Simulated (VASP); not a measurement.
# Mo (Im-3m) in VASP: settings compared

Aim: see how the results for Mo move with the level of theory and the settings. Levels: HSE06, HF, LDA+U. Tasks: single point, relaxation of cell and atoms.

All numbers are computed with VASP 6.6.1; they aren't measurements. Logs are shortened: lines on timing, memory, paths and dates and some standing lists are left out, and cuts for length are marked.

### Step 1. The cell of the first run

Symmetry: Im-3m, No. 229, cubic system. Conventional cell: a = 3.168 Å, b = 3.168 Å, c = 3.168 Å, α = 90.00°, β = 90.00°, γ = 90.00°. Within 3.6 Å of Mo (site symmetry m-3m) lie 14 Mo at 2.74 to 3.17 Å.

### Step 2. Single point, HSE06

Contents of POSCAR:

```
Mo
1.0
   -1.5838089719      1.5838089719      1.5838089719
    1.5838089719     -1.5838089719      1.5838089719
    1.5838089719      1.5838089719     -1.5838089719
Mo
1
Direct
    0.0000000000      0.0000000000      0.0000000000
```

Contents of INCAR.step1:

```
SYSTEM = Mo
ALGO = Normal ; EDIFF = 1E-5
ENCUT = 520 ; GGA = PE
ISIF = 2 ; ISMEAR = -1
LASPH = .TRUE. ; LCHARG = .FALSE.
LREAL = .FALSE. ; LWAVE = .TRUE.
NBANDS = 13 ; NELM = 100
PREC = Accurate ; SIGMA = 0.05
```

Contents of INCAR.step2:

```
SYSTEM = Mo
ALGO = Normal ; EDIFF = 1E-7
ENCUT = 520 ; GGA = PE
HFSCREEN = 0.2079 ; ISIF = 2
ISMEAR = -1 ; ISTART = 1
LASPH = .TRUE. ; LCHARG = .FALSE.
LHFCALC = .TRUE. ; LREAL = .FALSE.
LWAVE = .FALSE. ; NBANDS = 13
NELM = 100 ; PREC = Accurate
PRECFOCK = Normal ; SIGMA = 0.05
```

Contents of KPOINTS:

```
k-points
0
G
  8 8 8
  0 0 0
```

Potentials or basis: VASP PAW PBE potentials, release 64 (Mo_sv).

Started as:

```sh
$ cat potpaw_PBE.64/Mo_sv/POTCAR > POTCAR
$ cp INCAR.step1 INCAR
$ mpirun -np 1 vasp_std > vasp.out
$ cp INCAR.step2 INCAR
$ mpirun -np 1 vasp_std > vasp.out
```

OUTCAR:

```text
SYSTEM = Mo
   EDIFF = 1E-7
   ENCUT = 520
   GGA = PE
   HFSCREEN = 0.2079
   ISIF = 2
   ISMEAR = -1
   ISTART = 1
   LASPH = .TRUE.
   LHFCALC = .TRUE.
   LREAL = .FALSE.
   NELM = 100
   PREC = Accurate
   PRECFOCK = Normal

 ion  position               nearest neighbor table
   1  0.000  0.000  0.000-

  LATTYP: Found a body centered cubic cell.
 ALAT       =     3.1676179438

  Lattice vectors:

 A1 = (  -1.5838089719,   1.5838089719,   1.5838089719)
 A2 = (   1.5838089719,  -1.5838089719,   1.5838089719)
 A3 = (   1.5838089719,   1.5838089719,  -1.5838089719)

Analysis of symmetry for initial positions (statically):
=====================================================================
 Subroutine PRICEL returns:
 Original cell was already a primitive cell.

 Routine SETGRP: Setting up the symmetry group for a
 body centered cubic supercell.

 Subroutine GETGRP returns: Found 48 space group operations
 (whereof 48 operations were pure point group operations)
 out of a pool of 48 trial point group operations.

The static configuration has the point symmetry O_h .

Analysis of symmetry for dynamics (positions and initial velocities):
=====================================================================
 Subroutine PRICEL returns:
 Original cell was already a primitive cell.

 Routine SETGRP: Setting up the symmetry group for a
 body centered cubic supercell.

 Subroutine GETGRP returns: Found 48 space group operations
 (whereof 48 operations were pure point group operations)
 out of a pool of 48 trial point group operations.

The dynamic configuration has the point symmetry O_h .

 Subroutine INISYM returns: Found 48 space group operations
 (whereof 48 operations are pure point group operations),
 and found     1 'primitive' translations

----------------------------------------------------------------------------------------

                                     Primitive cell

  volume of cell :      15.8916

  direct lattice vectors                    reciprocal lattice vectors
    -1.583808972  1.583808972  1.583808972     0.000000000  0.315694638  0.315694638
     1.583808972 -1.583808972  1.583808972     0.315694638  0.000000000  0.315694638
     1.583808972  1.583808972 -1.583808972     0.315694638  0.315694638  0.000000000

  length of vectors
     2.743237609  2.743237609  2.743237609     0.446459639  0.446459639  0.446459639

  position of ions in fractional coordinates (direct lattice)
     0.000000000  0.000000000  0.000000000

  ion indices of the primitive-cell ions
   primitive index   ion index
                 1           1

----------------------------------------------------------------------------------------

 KPOINTS: k-points

Automatic generation of k-mesh.
 Grid dimensions read from file:
 generate k-points for:    8    8    8

 Generating k-lattice:

  Cartesian coordinates                     Fractional coordinates (reciprocal lattice)
     0.000000000  0.039461830  0.039461830     0.125000000  0.000000000  0.000000000
     0.039461830  0.000000000  0.039461830     0.000000000  0.125000000  0.000000000
     0.039461830  0.039461830  0.000000000     0.000000000  0.000000000  0.125000000

  Length of vectors
     0.055807455  0.055807455  0.055807455

  Shift w.r.t. Gamma in fractional coordinates (k-lattice)
     0.000000000  0.000000000  0.000000000

 Subroutine IBZKPT returns following result:
 ===========================================

 Found     29 irreducible k-points:

 Following reciprocal coordinates:
            Coordinates               Weight
  0.000000  0.000000  0.000000      1.000000
  0.125000  0.000000  0.000000     12.000000
  0.250000  0.000000  0.000000     12.000000
  0.375000  0.000000  0.000000     12.000000
  0.500000  0.000000  0.000000      6.000000
  0.125000  0.125000  0.000000     24.000000
[... 16 lines left out ...]
 -0.250000  0.250000  0.250000      6.000000
 -0.375000  0.375000  0.250000     24.000000
 [... further k-points ...]
   k-points           NKPTS =     29   k-points in BZ     NKDIM =    512   number of bands    NBANDS=     13
   number of dos      NEDOS =    301   number of ions     NIONS =      1
   total plane-waves  NPLWV =   8000
   dimension x,y,z NGX =    20 NGY =   20 NGZ =   20
   dimension x,y,z NGXF=    40 NGYF=   40 NGZF=   40
   ions per type =               1
   NGX,Y,Z   is equivalent  to a cutoff of  12.12, 12.12, 12.12 a.u.
   NGXF,Y,Z  is equivalent  to a cutoff of  24.24, 24.24, 24.24 a.u.
 SYSTEM =  Mo
   PREC   = accura    normal or accurate (medium, high low for compatibility)
   ISTART =      1    job   : 0-new  1-cont  2-samecut
   ICHARG =      0    charge: 1-file 2-atom 10-const
   ISPIN  =      1    spin polarized calculation?
   LNONCOLLINEAR =      F non collinear calculations
   LSORBIT =      F    spin-orbit coupling
   LASPH  =      T    aspherical Exc in radial PAW
   ENCUT  =  520.0 eV  38.22 Ry    6.18 a.u.   5.10  5.10  5.10*2*pi/ulx,y,z
   NELM   =    100;   NELMIN=  2; NELMDL=  0     # of ELM steps
   EDIFF  = 0.1E-06   stopping-criterion for ELM
   LREAL  =      F    real-space projection
   EDIFFG = 0.1E-05   stopping-criterion for IOM
   NSW    =      0    number of steps for IOM
   IBRION =     -1    ionic relax: 0-MD 1-quasi-New 2-CG
   NFREE  =      0    steps in history (QN), initial steepest desc. (CG)
   ISIF   =      2    stress and relaxation
   ISYM   =      3    0-nonsym 1-usesym 2-fastsym
   POTIM  = 0.5000    time-step for ionic-motion
   TEBEG  =    0.0;   TEEND  =   0.0 temperature during run
   PSTRESS=    0.0 pullay stress
   NELECT =      14.0000    total number of electrons
   NUPDOWN=      -1.0000    fix difference up-down
   EMIN   =  10.00;   EMAX   =-10.00  energy-range for DOS
   EFERMI =   0.00;   METHOD = LEGACY
   ISMEAR =    -1;   SIGMA  =   0.05  broadening in eV -4-tet -1-fermi 0-gaus
   EFERMI_NEDOS =   21; number of points for ismear=-14 and -15
   IALGO  =     38    algorithm
   IMIX   =      1    mixing-type and parameters
     AMIX     =   0.40;   BMIX     =  1.00
     AMIX_MAG =   1.60;   BMIX_MAG =  1.00
  volume/ion in A,a.u.               =      15.89       107.24
  Fermi-wavevector in a.u.,A,eV,Ry     =   1.569380  2.965698 33.510508  2.462953
  Thomas-Fermi vector in A             =   2.671271
   LORBIT       =      0    0 simple, 1 ext, 2 COOP (PROOUT), +10 PAW based schemes
   GGA     = PE    functional components
   LHFCALC =     T    Hartree Fock is set to
   PRECFOCK=normal    Normal, Fast or Accurate (Low or Medium for compatibility)
   ENCUT4O =  -1.0   cutoff for four orbital integrals eV
   NKREDX  =     1    reduce k-point grid by
   NKREDY  =     1    reduce k-point grid by
   NKREDZ  =     1    reduce k-point grid by
   AEXX    =    0.2500 exact exchange contribution
   HFSCREEN=    0.2079 screening length (either q_TF or 0.3 A-1)
   HFSCREENC=   0.2079 screening length for correlation (either q_TF or 0.3 A-1)
   ENCUTFOCK=  -1.0 apply spherical cutoff to Coloumb kernel
   IVDW    =     0    specifies the selected vdW correction
   LEPSILON=     F    determine dielectric tensor
   LRPA    =     F    only Hartree local field effects (RPA)
 non-spin polarized calculation
  energy-cutoff  :      520.00
  volume of cell :       15.89
 maximum number of plane-waves:       439
  NGX = 16; NGY = 16; NGZ = 16

 number of electron      14.0000005 magnetization

 Free energy of the ion-electron system (eV)
  ---------------------------------------------------
  ext. energy  EPLUGINS =         0.00000000
  ---------------------------------------------------
  free energy    TOTEN  =       -12.87071055 eV

  energy without entropy =      -12.86995128  energy(sigma->0) =      -12.87033091

 E-fermi :  12.0916     XC(G=0): -10.8529

 val. band max:       11.9172749709   @ k =   0.3750   0.0000   0.0000
 cond. band min:      12.3022234133   @ k =  -0.2500   0.2500   0.1250
 fundamental gap:      0.3849484424
 Fermi energy:        12.0916028385

 k-point     1 :       0.0000    0.0000    0.0000
  band No.  band energies     occupation
      1     -53.3181      2.00000
      2     -25.0793      2.00000
      3     -25.0793      2.00000
      4     -25.0793      2.00000
      5       3.8718      2.00000
      6      10.5652      2.00000
      7      10.5652      2.00000
      8      10.5652      2.00000
      9      14.6267      0.00000
     10      14.6267      0.00000
     11      27.9171      0.00000
     12      27.9171      0.00000
     13      27.9171      0.00000

 k-point     2 :       0.1250    0.0000    0.0000
  band No.  band energies     occupation
      1     -53.2778      2.00000
      2     -25.3169      2.00000
      3     -25.1514      2.00000
      4     -25.0784      2.00000
      5       4.5997      2.00000
      6      10.1460      2.00000
      7      10.4780      2.00000
      8      11.3318      2.00000
      9      14.0970      0.00000
     10      14.6176      0.00000
     11      28.3627      0.00000
     12      29.1023      0.00000
     13      29.1328      0.00000

 k-point     3 :       0.2500    0.0000    0.0000
  band No.  band energies     occupation
      1     -53.1794      2.00000
      2     -25.8675      2.00000
      3     -25.3204      2.00000
      4     -25.0764      2.00000
      5       6.0799      2.00000
      6       9.2580      2.00000
      7      10.3362      2.00000
      8      13.3895      0.00000
      9      13.9010      0.00000
     10      14.7167      0.00000
     11      27.9243      0.00000
     12      29.3466      0.00000
     13      32.2158      0.00000
[... 305 lines left out ...]
 k-point    23 :      -0.2500    0.2500    0.2500
  band No.  band energies     occupation
      1     -53.0606      2.00000
      2     -25.8887      2.00000
      3     -25.5813      2.00000
      4     -25.5813      2.00000
      5       7.8048      2.00000
      6       9.4995      2.00000
      7      11.4537      1.99999
      8      11.4537      1.99999
      9      13.1533      0.00000
     10      16.3116      0.00000
     11      28.3484      0.00000
     12      31.6192      0.00000
     13      31.8246      0.00000

 k-point    24 :      -0.3750    0.3750    0.2500
  band No.  band energies     occupation
      1     -52.9753      2.00000
      2     -26.1958      2.00000
      3     -25.7580      2.00000
      4     -25.6212      2.00000
      5       7.8258      2.00000
      6       8.4634      2.00000
      7      11.4209      2.00000
      8      12.4950      0.00063
      9      15.4189      0.00000
     10      17.7617      0.00000
     11      26.8728      0.00000
     12      28.9356      0.00000
     13      30.1156      0.00000

 [... further k-points ...]

------------------------ aborting loop because EDIFF is reached ----------------------------------------

  FORCE on cell =-STRESS in cart. coord.  units (eV):
  Direction    XX          YY          ZZ          XY          YZ          ZX
  --------------------------------------------------------------------------------------
  -------------------------------------------------------------------------------------
  Total       -0.6209153     -0.6209153     -0.6209153      0.0000000      0.0000000     -0.0000000
  in kB      -62.6000326    -62.6000326    -62.6000326      0.0000000      0.0000000     -0.0000000
  external PRESSURE =     -62.6000326 kB  Pullay stress =       0.0000000 kB

 VOLUME and BASIS-vectors are now :
 -----------------------------------------------------------------------------
  energy-cutoff  :      520.00
  volume of cell :       15.89
      direct lattice vectors                 reciprocal lattice vectors
    -1.583808972  1.583808972  1.583808972     0.000000000  0.315694638  0.315694638
     1.583808972 -1.583808972  1.583808972     0.315694638  0.000000000  0.315694638
     1.583808972  1.583808972 -1.583808972     0.315694638  0.315694638  0.000000000

 POSITION                                       TOTAL-FORCE (eV/Angst)
 -----------------------------------------------------------------------------------
      0.00000      0.00000      0.00000        -0.000000     -0.000000     -0.000000
 -----------------------------------------------------------------------------------
    total drift:                                0.000000     -0.000000     -0.000000

  FREE ENERGIE OF THE ION-ELECTRON SYSTEM (eV)
  ---------------------------------------------------
  free  energy   TOTEN  =       -12.8707105505 eV

  energy  without entropy=      -12.8699512784  energy(sigma->0) =      -12.87033091
```

Wall time 33 min (1 thread of Intel Xeon Platinum 8375C at 2.90GHz (Ice Lake), shared host); peak memory 0.24 GiB.

What came out:

| Quantity | Value |
| --- | --- |
| Free energy | -12.8707 eV |
| Pressure | -6.3 GPa |
| Band gap on the k mesh | zero (bands 7 and 8 overlap by 6.07 eV) |

Levels at points of the mesh, in eV from the Fermi level:
| k point | band 4 | band 5 | band 6 | band 7 | band 8 | band 9 | band 10 | band 11 |
| --- | --- | --- | --- | --- | --- | --- | --- | --- |
| (0.00, 0.00, 0.00) | -37.17 | -8.22 | -1.53 | -1.53 | -1.53 | 2.54 | 2.54 | 15.83 |
| (0.50, 0.00, 0.00) | -37.17 | -5.96 | -3.88 | 1.44 | 2.44 | 3.11 | 5.37 | 12.54 |
| (0.50, 0.50, 0.50) | -38.19 | -5.89 | -5.89 | 4.54 | 4.54 | 4.54 | 9.73 | 9.73 |

Caveat: the cell stands under tension; the PAW data sets were made with another functional, which shifts forces and pressure a little.

[end of part 1 of 3]
